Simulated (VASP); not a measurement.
ZrO2 (Cubic zirconia):

```
Zr O
1.0
     0.00000    2.53500    2.53500
     2.53500    0.00000    2.53500
     2.53500    2.53500    0.00000
Zr O
1 2
Direct
  0.00000 0.00000 0.00000
  0.25000 0.25000 0.25000
  0.75000 0.75000 0.75000
```

Base run:

- Program: VASP 6.6.1
- Functional: BLYP
- Potentials or basis: VASP PAW PBE potentials, release 64 (Zr_sv, O)
- Cutoff: 600 eV
- k mesh: 6 × 6 × 6
- Occupations: gaussian, width 0.01 eV
- Spin: no spin polarisation

Its results: band gap on the k mesh 3.44 eV, indirect (least direct gap 3.92 eV); pressure 14.6 GPa.

**Question.** The run is repeated on the same cell with these changes: functional from BLYP to RPBE. What comes out?

**Answer.** Band gap on the k mesh 3.43 eV, indirect (least direct gap 3.92 eV); pressure 11.5 GPa.

Caveats: the PAW data sets were made with another functional, which shifts forces and pressure a little.

A k mesh can miss the band edges.
